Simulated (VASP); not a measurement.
Wanted: the native input for a VASP 6.6.1 run.

```
Task                   : single point
Functional             : r2SCAN
Potentials or basis    : VASP PAW PBE potentials, release 64 (Cu)
Cutoff                 : 520 eV
k mesh                 : 20 × 20 × 20
Occupations            : gaussian, width 0.1 eV
Spin                   : no spin polarisation
Dipole correction      : no
Further INCAR settings : ALGO = Normal; EDIFF = 1e-07; NBANDS = 12
```

Cu:

```xyz
1
Lattice="0.0000 1.7704 1.7704 1.7704 0.0000 1.7704 1.7704 1.7704 0.0000" Properties=species:S:1:pos:R:3 pbc="T T T"
Cu    0.0000    0.0000    0.0000
```

The input as run:

POSCAR

```
Cu
1.0
    0.0000000000      1.7703736322      1.7703736322
    1.7703736322      0.0000000000      1.7703736322
    1.7703736322      1.7703736322      0.0000000000
Cu
1
Direct
    0.0000000000      0.0000000000      0.0000000000
```

INCAR.step1

```
ALGO = Normal
EDIFF = 1E-4
ENCUT = 520
GGA = PE
ISMEAR = 0
LASPH = T
LCHARG = F
LREAL = F
LWAVE = T
NBANDS = 12
NELM = 60
PREC = Accurate
SIGMA = 0.1
```

INCAR.step2

```
ALGO = Normal
EDIFF = 1E-7
ENCUT = 520
ISIF = 2
ISMEAR = 0
ISTART = 1
LASPH = T
LCHARG = F
LMIXTAU = T
LREAL = F
LWAVE = F
METAGGA = R2SCAN
NBANDS = 12
NELM = 60
PREC = Accurate
SIGMA = 0.1
```

KPOINTS

```
k-points
0
Gamma
  20 20 20
```

Potentials or basis: VASP PAW PBE potentials, release 64 (Cu).

The run is started by

```sh
$ cat potpaw_PBE.64/Cu/POTCAR > POTCAR
$ cp INCAR.step1 INCAR
$ mpirun -np 1 vasp_std > vasp.out
$ cp INCAR.step2 INCAR
$ mpirun -np 1 vasp_std > vasp.out
```

Results of the run:

| Quantity | Value |
| --- | --- |
| Pressure | 6.0 GPa |
| Band gap on the k mesh | zero (an odd number of electrons rules out a gap without spin polarisation) |

Caveat: the cell stands under pressure; the PAW data sets were made with another functional, which shifts forces and pressure a little.

Run time: 2.3 min on 1 thread of Intel Xeon 8259CL, with other jobs on the host, peak memory 0.15 GiB.
